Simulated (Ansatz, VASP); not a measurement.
# SbSe2 in VASP and in Ansatz

```xyz
6
Lattice="-1.8775 1.8775 10.8194 1.8775 -1.8775 10.8194 1.8775 1.8775 -10.8194" Properties=species:S:1:pos:R:3 pbc="T T T"
Sb    0.0000    0.0000    0.0000
Sb    0.0000    1.8775    5.4097
Se    0.0000    0.0000    9.3181
Se    1.8775    0.0000    3.9084
Se    1.8775    0.0000    6.9110
Se    0.0000    0.0000   12.3207
```

Alike in both runs: functional PBE; k mesh 6 × 6 × 6; occupations gaussian, width 0.1 eV; no spin polarisation.

Ansatz relaxed the structure, and its values are those at the end. VASP's run is a single point on that final structure, the one shown.

|  | VASP | Ansatz |
| --- | --- | --- |
| version | VASP 6.6.1 | Ansatz 0.2.0 |
| potentials or method | VASP PAW PBE potentials, release 64 (Sb, Se), cutoff 520 eV | scalar-relativistic, plane waves, PAW |
| valence electrons in the cell | 34 | 94 |

Ansatz gave:

* gap on the k mesh at the Fermi level (eV): none
* pressure (GPa): 0.0

Which values does VASP return?

gap on the k mesh at the Fermi level (eV): none; pressure (GPa): -0.1.

A gap of «none» marks a metal or a gap that the smearing closes. With one functional, cell and mesh, what is left measures potentials, basis and numerics. VASP's potentials hold 34 valence electrons a cell and Ansatz's 94, so a difference there can come from the potentials and not from the codes.

The k mesh is coarse, so the values compare programs but aren't converged. Spin-orbit coupling is off throughout.
